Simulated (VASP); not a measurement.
# Ti3Al in VASP: single point with r2SCAN

Aim: the single point of Ti3Al with r2SCAN.

Program: VASP 6.6.1. These are calculated values, not measurements. Logs are shortened: lines on timing, memory, paths and dates and some standing lists are left out, and cuts for length are marked.

**1. The cell of the first run**

The cell holds an amorphous packing of atoms, 8 atoms: a = 5.679 Å, b = 5.594 Å, c = 4.982 Å, α = 87.21°, β = 88.92°, γ = 114.72°.

**2. Single point, r2SCAN**

Contents of POSCAR:

```
Ti3Al
1.0
    5.4787100000     -1.4774770000      0.2250490000
   -0.9248520000      5.5034340000     -0.3884930000
    0.0574330000      0.6056780000      4.9450380000
Al Ti
2 6
Direct
    0.9892630000      0.1531110000      0.3097200000
    0.5829300000      0.9623120000      0.9535110000
    0.2493750000      0.4866870000      0.9343270000
    0.4450080000      0.6818910000      0.4194680000
    0.1378650000      0.0010220000      0.7348660000
    0.7387590000      0.5043950000      0.8249570000
    0.5581380000      0.2127010000      0.3727640000
    0.9777400000      0.6963690000      0.2962830000
```

Contents of INCAR.step1:

```
SYSTEM = Ti3Al
PREC = Accurate ; ENCUT = 520
ISMEAR = -1 ; SIGMA = 0.1
LREAL = .False. ; LASPH = .True.
NELM = 100 ; NBANDS = 49
GGA = PE ; ALGO = Normal
EDIFF = 1E-4 ; LWAVE = .True.
LCHARG = .False.
```

Contents of INCAR.step2:

```
SYSTEM = Ti3Al
PREC = Accurate ; ENCUT = 520
EDIFF = 1E-7 ; ISMEAR = -1
SIGMA = 0.1 ; LREAL = .False.
LASPH = .True. ; NELM = 100
ALGO = Normal ; ISIF = 2
LWAVE = .False. ; LCHARG = .False.
METAGGA = R2SCAN ; LMIXTAU = .True.
NBANDS = 49 ; ISTART = 1
```

Contents of KPOINTS:

```
Automatic mesh
0
Gamma
  4 4 4
  0.5 0.5 0.5
```

Potentials or basis: VASP PAW PBE potentials, release 64 (Al, Ti_sv).

The run is started by

```console
cat potpaw_PBE.64/Al/POTCAR potpaw_PBE.64/Ti_sv/POTCAR > POTCAR
cp INCAR.step1 INCAR
mpirun -np 1 vasp_std > vasp.out
cp INCAR.step2 INCAR
mpirun -np 1 vasp_std > vasp.out
```

OUTCAR:

```text
SYSTEM = Ti3Al
   PREC = Accurate
   ENCUT = 520
   EDIFF = 1E-7
   ISMEAR = -1
   LREAL = .False.
   LASPH = .True.
   NELM = 100
   ISIF = 2
   METAGGA = R2SCAN
   ISTART = 1

 ion  position               nearest neighbor table
   1  0.989  0.153  0.310-   3 2.53   8 2.53   5 2.53   7 2.62   2 2.81   8 3.06   4 3.09   4 3.13
                             7 3.13
   2  0.583  0.962  0.954-   3 2.55   7 2.60   4 2.65   1 2.81   6 2.82   5 2.86   4 3.10   6 3.13

   3  0.249  0.487  0.934-   1 2.53   2 2.55   4 2.76   4 2.76   5 2.76   6 2.78
   4  0.445  0.682  0.419-   2 2.65   3 2.76   3 2.76   7 2.76   8 2.77   1 3.09   2 3.10   1 3.13

   5  0.138  0.001  0.735-   1 2.53   3 2.76   7 2.76   6 2.76   8 2.77   2 2.86
   6  0.739  0.504  0.825-   5 2.76   8 2.77   3 2.78   7 2.80   2 2.82   8 2.88   2 3.13
   7  0.558  0.213  0.373-   2 2.60   1 2.62   4 2.76   8 2.76   5 2.76   6 2.80   1 3.13
   8  0.978  0.696  0.296-   1 2.53   7 2.76   5 2.77   6 2.77   4 2.77   6 2.88   1 3.06

  LATTYP: Found a triclinic cell.
 ALAT       =     5.5941097438
 B/A-ratio  =     1.3711650331
 C/A-ratio  =     2.4677515720
 COS(alpha) =     0.0017761289
 COS(beta)  =     0.6032212097
 COS(gamma) =     0.7609800957

  Lattice vectors:

 A1 = (  -0.9248520000,   5.5034340000,  -0.3884930000)
 A2 = (  -0.8674190000,   6.1091120000,   4.5565450000)
 A3 = (   3.5141400000,   8.3180350000, -10.4420130000)

Analysis of symmetry for initial positions (statically):
=====================================================================
 Subroutine PRICEL returns:
 Original cell was already a primitive cell.

 Routine SETGRP: Setting up the symmetry group for a
 triclinic supercell.

 Subroutine GETGRP returns: Found  1 space group operations
 (whereof  1 operations were pure point group operations)
 out of a pool of  2 trial point group operations.

The static configuration has the point symmetry C_1 .

Analysis of symmetry for dynamics (positions and initial velocities):
=====================================================================
 Subroutine PRICEL returns:
 Original cell was already a primitive cell.

 Routine SETGRP: Setting up the symmetry group for a
 triclinic supercell.

 Subroutine GETGRP returns: Found  1 space group operations
 (whereof  1 operations were pure point group operations)
 out of a pool of  2 trial point group operations.

The dynamic configuration has the point symmetry C_1 .

 Subroutine INISYM returns: Found  1 space group operations
 (whereof  1 operations are pure point group operations),
 and found     1 'primitive' translations

[... 108 lines left out ...]
   EDIFFG = 0.1E-05   stopping-criterion for IOM
   NSW    =      0    number of steps for IOM
   IBRION =     -1    ionic relax: 0-MD 1-quasi-New 2-CG
   NFREE  =      0    steps in history (QN), initial steepest desc. (CG)
   ISIF   =      2    stress and relaxation
   ISYM   =      2    0-nonsym 1-usesym 2-fastsym
   POTIM  = 0.5000    time-step for ionic-motion
   TEBEG  =    0.0;   TEEND  =   0.0 temperature during run
   PSTRESS=    0.0 pullay stress
   NELECT =      78.0000    total number of electrons
   NUPDOWN=      -1.0000    fix difference up-down
   EMIN   =  10.00;   EMAX   =-10.00  energy-range for DOS
   EFERMI =   0.00;   METHOD = LEGACY
   ISMEAR =    -1;   SIGMA  =   0.10  broadening in eV -4-tet -1-fermi 0-gaus
   EFERMI_NEDOS =   21; number of points for ismear=-14 and -15
   IALGO  =     38    algorithm
   IMIX   =      4    mixing-type and parameters
     AMIX     =   0.40;   BMIX     =  1.00
     AMIX_MAG =   1.60;   BMIX_MAG =  1.00
  volume/ion in A,a.u.               =      17.93       121.02
  Fermi-wavevector in a.u.,A,eV,Ry     =   1.336145  2.524947 24.290245  1.785283
  Thomas-Fermi vector in A             =   2.464794
   LORBIT       =      0    0 simple, 1 ext, 2 COOP (PROOUT), +10 PAW based schemes
   METAGGA = R2SCAN    functional components
   LHFCALC =     F    Hartree Fock is set to
   AEXX    =    0.0000 exact exchange contribution
   IVDW    =     0    specifies the selected vdW correction
   LEPSILON=     F    determine dielectric tensor
   LRPA    =     F    only Hartree local field effects (RPA)
 non-spin polarized calculation
  energy-cutoff  :      520.00
  volume of cell :      143.47
 maximum number of plane-waves:      3884
 NGX is ok and might be reduce to    42
   NGX = 21   NGY = 21   NGZ = 19

 number of electron      78.0000002 magnetization

 Free energy of the ion-electron system (eV)
  ---------------------------------------------------
  ext. energy  EPLUGINS =         0.00000000
  ---------------------------------------------------
  free energy    TOTEN  =       -89.66314745 eV

  energy without entropy =      -89.34444978  energy(sigma->0) =      -89.50379862

 E-fermi :   7.5809     XC(G=0): -11.7579

 val. band max:        7.5568724719   @ k =   0.3750   0.1250   0.1250
 cond. band min:       7.5828537934   @ k =   0.3750  -0.1250   0.3750
 fundamental gap:      0.0259813215
 Fermi energy:         7.5808722105

 k-point     1 :       0.1250    0.1250    0.1250
  band No.  band energies     occupation
      1     -51.5421      2.00000
      2     -51.4943      2.00000
      3     -51.4595      2.00000
      4     -51.4306      2.00000
      5     -51.3709      2.00000
      6     -51.3487      2.00000
[... 1237 lines left out ...]
     48       9.4041      0.00000
     49       9.5125      0.00000

 [... further k-points ...]
[... 5 lines left out ...]
  --------------------------------------------------------------------------------------
  -------------------------------------------------------------------------------------
  Total       -6.0893888      2.9510748      1.6173020      2.5639736     -1.6797420     -1.7402321
  in kB      -68.0026244     32.9558248     18.0610536     28.6329119    -18.7583465    -19.4338638
  external PRESSURE =      -5.6619153 kB  Pullay stress =       0.0000000 kB

 VOLUME and BASIS-vectors are now :
 -----------------------------------------------------------------------------
  energy-cutoff  :      520.00
  volume of cell :      143.47
      direct lattice vectors                 reciprocal lattice vectors
     5.478710000 -1.477477000  0.225049000     0.191330236  0.031721907 -0.006107522
    -0.924852000  5.503434000 -0.388493000     0.051875164  0.188747884 -0.023720705
     0.057433000  0.605678000  4.945038000    -0.004632025  0.013384780  0.200637318

 POSITION                                       TOTAL-FORCE (eV/Angst)
 -----------------------------------------------------------------------------------
      5.29607     -0.43139      1.69473        -0.201001      1.307682     -0.379238
      2.35847      5.01228      4.47248         1.292752     -0.161587     -1.498548
      0.96980      2.87591      4.48733        -0.969421      0.129769     -0.919035
      1.83151      3.34932      1.90952         0.817204     -0.887436      1.325385
      0.79658      0.24702      3.66457         0.279856     -0.738821      1.596436
      3.62834      2.18406      4.04975         0.243407      0.056769     -0.071623
      2.88257      0.57172      1.88631        -1.978759      1.347350      0.190478
      4.72973      2.56728      1.41464         0.515960     -1.053725     -0.243855
 -----------------------------------------------------------------------------------
    total drift:                                0.000844     -0.000175     -0.000405

  FREE ENERGIE OF THE ION-ELECTRON SYSTEM (eV)
  ---------------------------------------------------
  free  energy   TOTEN  =       -89.6631474529 eV

  energy  without entropy=      -89.3444497786  energy(sigma->0) =      -89.50379862
```

OUTCAR.step1:

```text
SYSTEM = Ti3Al
   PREC = Accurate
   ENCUT = 520
   ISMEAR = -1
   LREAL = .False.
   LASPH = .True.
[... 1500 lines left out ...]
      3.62834      2.18406      4.04975         0.219392      0.034198     -0.038136
      2.88257      0.57172      1.88631        -1.829340      1.280286      0.229050
      4.72973      2.56728      1.41464         0.448079     -1.026356     -0.180034
 -----------------------------------------------------------------------------------
    total drift:                                0.002860      0.000719     -0.001850

  FREE ENERGIE OF THE ION-ELECTRON SYSTEM (eV)
  ---------------------------------------------------
  free  energy   TOTEN  =       -53.1510362499 eV

  energy  without entropy=      -52.7894889418  energy(sigma->0) =      -52.97026260
```

Run time: 18 min. Hardware: 1 thread of Intel Xeon Platinum 8259CL at 2.50GHz (Skylake/Cascade Lake), shared host; peak memory 0.37 GiB.

What came out:

* Free energy: -89.6631 eV
* Pressure: -0.6 GPa
* Largest force: 2.401 eV/Å
* Band gap on the k mesh: zero (band 39 reaches 7.63 eV, above the bottom of band 40 at 7.58 eV)

Forces on the atoms (eV/Å):
```
Al  -0.201  1.308 -0.379
Al   1.293 -0.162 -1.499
Ti  -0.969  0.130 -0.919
Ti   0.817 -0.887  1.325
Ti   0.280 -0.739  1.596
Ti   0.243  0.057 -0.072
Ti  -1.979  1.347  0.190
Ti   0.516 -1.054 -0.244
```

Stress tensor (GPa, compression positive):
```
-6.80  2.86 -1.94
 2.86  3.30 -1.88
-1.94 -1.88  1.81
```

Levels at points of the mesh, in eV from the Fermi level:
| k point | band 37 | band 38 | band 39 | band 40 | band 41 | band 42 |
| --- | --- | --- | --- | --- | --- | --- |
| (0.12, 0.12, 0.12) | -0.50 | -0.38 | -0.13 | 0.10 | 0.19 | 0.42 |

Caveat: the PAW data sets were made with another functional, which shifts forces and pressure a little.
